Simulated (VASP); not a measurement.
# NaGa2F3 (R-3m) in VASP: further runs

Runs on NaGa2F3. Level: PBE. Tasks: single point, relaxation of cell and atoms.

Program: VASP 6.6.1. These are calculated values, not measurements. Logs are shortened: lines on timing, memory, paths and dates and some standing lists are left out, and cuts for length are marked.

## (1) The cell of the first run

Symmetry: R-3m, No. 166, trigonal system. The conventional cell has a = 5.164 Å, b = 5.164 Å, c = 11.852 Å, α = 90.00°, β = 90.00°, γ = 120.00°. Within 3.3 Å of Na (site symmetry -3m) lie 6 F at 2.47 Å and 6 Ga at 3.02 Å. Ga (site symmetry 3m) has 9 F at 2.86 to 2.99 Å and 4 Ga at 3.02 to 3.12 Å and 3 Na at 3.02 Å within 3.8 Å. F (site symmetry 2/m) has 2 Na at 2.47 Å and 4 F at 2.58 Å and 6 Ga at 2.86 to 2.99 Å within 3.3 Å.

The cell was built from a structure type or drawn by symmetry, and may not be a known phase.

## (2) Single point, PBE

Input file INCAR:

```
SYSTEM = NaGa2F3
ALGO     = Normal         ! electronic algorithm
EDIFF    = 1E-7           ! SCF threshold, eV
ENCUT    = 520            ! plane-wave cutoff, eV
GGA      = PE             ! functional
ISIF     = 2              ! what is computed and relaxed
ISMEAR   = 0              ! smearing method
LASPH    = .True.         ! aspherical terms in the spheres
LCHARG   = .False.        ! write CHGCAR
LREAL    = .False.        ! projectors in reciprocal space
LWAVE    = .False.        ! write WAVECAR
NBANDS   = 36             ! bands
NELM     = 80             ! most SCF steps
PREC     = Accurate       ! precision mode
SIGMA    = 0.1            ! smearing width, eV
```

Input file KPOINTS:

```
k-points
0
Gamma
  6 6 6
  0 0 0
```

Input file POSCAR:

```
NaGa2F3
1.0
    2.5820561600      1.4907508200      3.9506773000
   -2.5820561600      1.4907508200      3.9506773000
    0.0000000000     -2.9815016400      3.9506773000
Na Ga F
1 2 3
Direct
    0.0000000000      0.0000000000      0.0000000000
    0.6272294500      0.6272294500      0.6272294500
    0.3727705500      0.3727705500      0.3727705500
    0.0000000000      0.5000000000      0.0000000000
    0.5000000000      0.0000000000      0.0000000000
    0.0000000000      0.0000000000      0.5000000000
```

Potentials or basis: VASP PAW PBE potentials, release 64 (Na_pv, Ga_d, F).

Command:

```bash
cat potpaw_PBE.64/Na_pv/POTCAR potpaw_PBE.64/Ga_d/POTCAR potpaw_PBE.64/F/POTCAR > POTCAR
mpirun -np 1 vasp_std > vasp.out
```

OUTCAR:

```text
SYSTEM = NaGa2F3
   EDIFF = 1E-7
   ENCUT = 520
   GGA = PE
   ISIF = 2
   ISMEAR = 0
   LASPH = .True.
   LREAL = .False.
   NELM = 80
   PREC = Accurate

 ion  position               nearest neighbor table
   1  0.000  0.000  0.000-
   2  0.627  0.627  0.627-
   3  0.373  0.373  0.373-
   4  0.000  0.500  0.000-
   5  0.500  0.000  0.000-
   6  0.000  0.000  0.500-

  LATTYP: Found a trigonal (rhomboedric) cell.
 ALAT       =     4.9494649357
 COS(alpha) =     0.4556918214

  Lattice vectors:

 A1 = (   2.5820561600,   1.4907508200,   3.9506773000)
 A2 = (  -2.5820561600,   1.4907508200,   3.9506773000)
 A3 = (   0.0000000000,  -2.9815016400,   3.9506773000)

Analysis of symmetry for initial positions (statically):
=====================================================================
 Subroutine PRICEL returns:
 Original cell was already a primitive cell.

 Routine SETGRP: Setting up the symmetry group for a
 trigonal (rhombohedral) supercell.

 Subroutine GETGRP returns: Found 12 space group operations
 (whereof 12 operations were pure point group operations)
 out of a pool of 12 trial point group operations.

The static configuration has the point symmetry D_3d.

Analysis of symmetry for dynamics (positions and initial velocities):
=====================================================================
 Subroutine PRICEL returns:
 Original cell was already a primitive cell.

 Routine SETGRP: Setting up the symmetry group for a
 trigonal (rhombohedral) supercell.

 Subroutine GETGRP returns: Found 12 space group operations
 (whereof 12 operations were pure point group operations)
 out of a pool of 12 trial point group operations.

The dynamic configuration has the point symmetry D_3d.

 Subroutine INISYM returns: Found 12 space group operations
 (whereof 12 operations are pure point group operations),
 and found     1 'primitive' translations

----------------------------------------------------------------------------------------

                                     Primitive cell

  volume of cell :      91.2417

  direct lattice vectors                    reciprocal lattice vectors
     2.582056160  1.490750820  3.950677300     0.193644123  0.111800486  0.084373718
    -2.582056160  1.490750820  3.950677300    -0.193644123  0.111800486  0.084373718
     0.000000000 -2.981501640  3.950677300     0.000000000 -0.223600973  0.084373718

  length of vectors
     4.949464936  4.949464936  4.949464937     0.238990208  0.238990208  0.238990208

  position of ions in fractional coordinates (direct lattice)
     0.000000000  0.000000000  0.000000000
     0.627229450  0.627229450  0.627229450
     0.372770550  0.372770550  0.372770550
     1.000000000  0.500000000  0.000000000
     0.500000000  1.000000000  0.000000000
     0.000000000  0.000000000  0.500000000

  ion indices of the primitive-cell ions
   primitive index   ion index
                 1           1
                 2           2
                 3           3
                 4           4
                 5           5
                 6           6

----------------------------------------------------------------------------------------

 KPOINTS: k-points

Automatic generation of k-mesh.
 Grid dimensions read from file:
 generate k-points for:    6    6    6

 Generating k-lattice:

  Cartesian coordinates                     Fractional coordinates (reciprocal lattice)
     0.032274020  0.018633414  0.014062286     0.166666667  0.000000000  0.000000000
    -0.032274020  0.018633414  0.014062286     0.000000000  0.166666667  0.000000000
     0.000000000 -0.037266829  0.014062286     0.000000000  0.000000000  0.166666667

  Length of vectors
     0.039831701  0.039831701  0.039831701

  Shift w.r.t. Gamma in fractional coordinates (k-lattice)
     0.000000000  0.000000000  0.000000000

 Subroutine IBZKPT returns following result:
 ===========================================

 Found     32 irreducible k-points:

 Following reciprocal coordinates:
            Coordinates               Weight
  0.000000  0.000000  0.000000      1.000000
  0.166667  0.000000 -0.000000      6.000000
  0.333333 -0.000000  0.000000      6.000000
  0.500000  0.000000 -0.000000      3.000000
  0.166667  0.166667 -0.000000      6.000000
  0.333333  0.166667 -0.000000     12.000000
[... 16 lines left out ...]
  0.500000  0.500000  0.166667      6.000000
 -0.333333  0.500000  0.166667     12.000000
 [... further k-points ...]
   k-points           NKPTS =     32   k-points in BZ     NKDIM =     32   number of bands    NBANDS=     36
   number of dos      NEDOS =    301   number of ions     NIONS =      6
   total plane-waves  NPLWV =  64000
   dimension x,y,z NGX =    40 NGY =   40 NGZ =   40
   dimension x,y,z NGXF=    80 NGYF=   80 NGZF=   80
   ions per type =               1   2   3
   NGX,Y,Z   is equivalent  to a cutoff of  13.44, 13.44, 13.44 a.u.
   NGXF,Y,Z  is equivalent  to a cutoff of  26.87, 26.87, 26.87 a.u.
 SYSTEM =  NaGa2F3
   PREC   = accura    normal or accurate (medium, high low for compatibility)
   ISTART =      0    job   : 0-new  1-cont  2-samecut
   ICHARG =      2    charge: 1-file 2-atom 10-const
   ISPIN  =      1    spin polarized calculation?
   LNONCOLLINEAR =      F non collinear calculations
   LSORBIT =      F    spin-orbit coupling
   LASPH  =      T    aspherical Exc in radial PAW
   ENCUT  =  520.0 eV  38.22 Ry    6.18 a.u.   9.20  9.20  9.20*2*pi/ulx,y,z
   NELM   =     80;   NELMIN=  2; NELMDL= -5     # of ELM steps
   EDIFF  = 0.1E-06   stopping-criterion for ELM
   LREAL  =      F    real-space projection
   EDIFFG = 0.1E-05   stopping-criterion for IOM
   NSW    =      0    number of steps for IOM
   IBRION =     -1    ionic relax: 0-MD 1-quasi-New 2-CG
   NFREE  =      0    steps in history (QN), initial steepest desc. (CG)
   ISIF   =      2    stress and relaxation
   ISYM   =      2    0-nonsym 1-usesym 2-fastsym
   POTIM  = 0.5000    time-step for ionic-motion
   TEBEG  =    0.0;   TEEND  =   0.0 temperature during run
   PSTRESS=    0.0 pullay stress
   NELECT =      54.0000    total number of electrons
   NUPDOWN=      -1.0000    fix difference up-down
   EMIN   =  10.00;   EMAX   =-10.00  energy-range for DOS
   EFERMI =   0.00;   METHOD = LEGACY
   ISMEAR =     0;   SIGMA  =   0.10  broadening in eV -4-tet -1-fermi 0-gaus
   EFERMI_NEDOS =   21; number of points for ismear=-14 and -15
   IALGO  =     38    algorithm
   IMIX   =      4    mixing-type and parameters
     AMIX     =   0.40;   BMIX     =  1.00
     AMIX_MAG =   1.60;   BMIX_MAG =  1.00
  volume/ion in A,a.u.               =      15.21       102.62
  Fermi-wavevector in a.u.,A,eV,Ry     =   1.374490  2.597409 25.704434  1.889223
  Thomas-Fermi vector in A             =   2.499912
   LORBIT       =      0    0 simple, 1 ext, 2 COOP (PROOUT), +10 PAW based schemes
   GGA     = PE    functional components
   LHFCALC =     F    Hartree Fock is set to
   AEXX    =    0.0000 exact exchange contribution
   IVDW    =     0    specifies the selected vdW correction
   LEPSILON=     F    determine dielectric tensor
   LRPA    =     F    only Hartree local field effects (RPA)
 non-spin polarized calculation
 Gauss-broadening in eV      SIGMA  =   0.10
  energy-cutoff  :      520.00
  volume of cell :       91.24
 maximum number of plane-waves:      2487
 NGX is ok and might be reduce to    40
   NGX = 19   NGY = 19   NGZ = 19

 number of electron      53.9999973 magnetization

 Free energy of the ion-electron system (eV)
  ---------------------------------------------------
  ext. energy  EPLUGINS =         0.00000000
  ---------------------------------------------------
  free energy    TOTEN  =       -20.50527807 eV

  energy without entropy =      -20.50527807  energy(sigma->0) =      -20.50527807

 E-fermi :   1.5359     XC(G=0):  -9.7637

 val. band max:        1.0010632726   @ k =   0.5000   0.5000   0.5000
 cond. band min:       2.5335791486   @ k =  -0.3333   0.3333   0.0000
 fundamental gap:      1.5325158760
 Fermi energy:         1.5358744145

 k-point     1 :       0.0000    0.0000    0.0000
  band No.  band energies     occupation
      1     -20.9657      2.00000
      2     -20.9657      2.00000
      3     -20.7118      2.00000
      4     -19.4784      2.00000
      5     -18.8131      2.00000
      6     -18.8131      2.00000
[... 28 lines left out ...]
     35      12.9185      0.00000
     36      12.9185      0.00000

 k-point     2 :       0.1667    0.0000   -0.0000
  band No.  band energies     occupation
      1     -20.9700      2.00000
      2     -20.9657      2.00000
      3     -20.7187      2.00000
      4     -19.4347      2.00000
      5     -18.8452      2.00000
      6     -18.8140      2.00000
[... 28 lines left out ...]
     35      12.3047      0.00000
     36      12.8709      0.00000

 k-point     3 :       0.3333   -0.0000    0.0000
  band No.  band energies     occupation
      1     -20.9790      2.00000
      2     -20.9657      2.00000
      3     -20.7310      2.00000
      4     -19.3298      2.00000
      5     -18.9276      2.00000
      6     -18.8159      2.00000
[... 28 lines left out ...]
     35      11.9955      0.00000
     36      13.5125      0.00000

 k-point     4 :       0.5000    0.0000   -0.0000
  band No.  band energies     occupation
      1     -20.9836      2.00000
      2     -20.9657      2.00000
      3     -20.7366      2.00000
      4     -19.2569      2.00000
      5     -18.9901      2.00000
      6     -18.8169      2.00000
[... 28 lines left out ...]
     35      12.6731      0.00000
     36      12.8359      0.00000

 k-point     5 :       0.1667    0.1667   -0.0000
  band No.  band energies     occupation
      1     -20.9705      2.00000
      2     -20.9683      2.00000
      3     -20.7274      2.00000
      4     -19.4209      2.00000
      5     -18.8476      2.00000
      6     -18.8082      2.00000
[... 655 lines left out ...]
 k-point    22 :      -0.1667    0.3333    0.1667
  band No.  band energies     occupation
      1     -20.9793      2.00000
      2     -20.9723      2.00000
      3     -20.7461      2.00000
      4     -19.2332      2.00000
      5     -19.0055      2.00000
      6     -18.8080      2.00000
[... 28 lines left out ...]
     35      12.4125      0.00000
     36      13.4309      0.00000

 k-point    23 :       0.5000    0.5000    0.1667
  band No.  band energies     occupation
      1     -20.9848      2.00000
      2     -20.9787      2.00000
      3     -20.7790      2.00000
      4     -19.2353      2.00000
      5     -18.9473      2.00000
      6     -18.7929      2.00000
[... 28 lines left out ...]
     35      12.9151      0.00000
     36      13.1618      0.00000

 k-point    24 :      -0.3333    0.5000    0.1667
  band No.  band energies     occupation
      1     -20.9836      2.00000
      2     -20.9775      2.00000
      3     -20.7695      2.00000
      4     -19.1668      2.00000
      5     -19.0318      2.00000
      6     -18.7995      2.00000
[... 28 lines left out ...]
     35      12.7204      0.00000
     36      13.4532      0.00000

 [... further k-points ...]
[... 5 lines left out ...]
  --------------------------------------------------------------------------------------
  -------------------------------------------------------------------------------------
  Total        4.5597248      4.5597248    -12.4800314      0.0000000      0.0000000      0.0000000
  in kB       80.0673895     80.0673896   -219.1455791      0.0000000      0.0000000      0.0000000
  external PRESSURE =     -19.6702667 kB  Pullay stress =       0.0000000 kB

 VOLUME and BASIS-vectors are now :
 -----------------------------------------------------------------------------
  energy-cutoff  :      520.00
  volume of cell :       91.24
      direct lattice vectors                 reciprocal lattice vectors
     2.582056160  1.490750820  3.950677300     0.193644123  0.111800486  0.084373718
    -2.582056160  1.490750820  3.950677300    -0.193644123  0.111800486  0.084373718
     0.000000000 -2.981501640  3.950677300     0.000000000 -0.223600973  0.084373718

 POSITION                                       TOTAL-FORCE (eV/Angst)
 -----------------------------------------------------------------------------------
      0.00000      0.00000      0.00000        -0.000000     -0.000000     -0.000000
      0.00000      0.00000      7.43394        -0.000000      0.000000      0.088930
      0.00000      0.00000      4.41809        -0.000000     -0.000000     -0.088930
     -1.29103      0.74538      1.97534        -0.000000     -0.000000     -0.000000
      1.29103      0.74538      1.97534        -0.000000      0.000000     -0.000000
      0.00000     -1.49075      1.97534         0.000000     -0.000000     -0.000000
 -----------------------------------------------------------------------------------
    total drift:                                0.000000      0.000000     -0.000000

  FREE ENERGIE OF THE ION-ELECTRON SYSTEM (eV)
  ---------------------------------------------------
  free  energy   TOTEN  =       -20.5052780723 eV

  energy  without entropy=      -20.5052780723  energy(sigma->0) =      -20.50527807
```

Wall time 64 s (1 thread of Intel Xeon 6975P-C (Granite Rapids), shared host); peak memory 0.28 GiB.

Results:

```yaml
Free_energy: -20.5053 eV
Pressure: -2.0 GPa
Largest_force: 0.089 eV/Å
Band_gap_on_the_k_mesh: 1.53 eV (least direct gap 1.76 eV)
```

Forces on the atoms (eV/Å):
```
Na   0.000  0.000  0.000
Ga   0.000  0.000  0.089
Ga   0.000  0.000 -0.089
F    0.000  0.000  0.000
F    0.000  0.000  0.000
F    0.000  0.000  0.000
```

A k mesh can miss the band edges.

(Continued in part 2 of 2.)
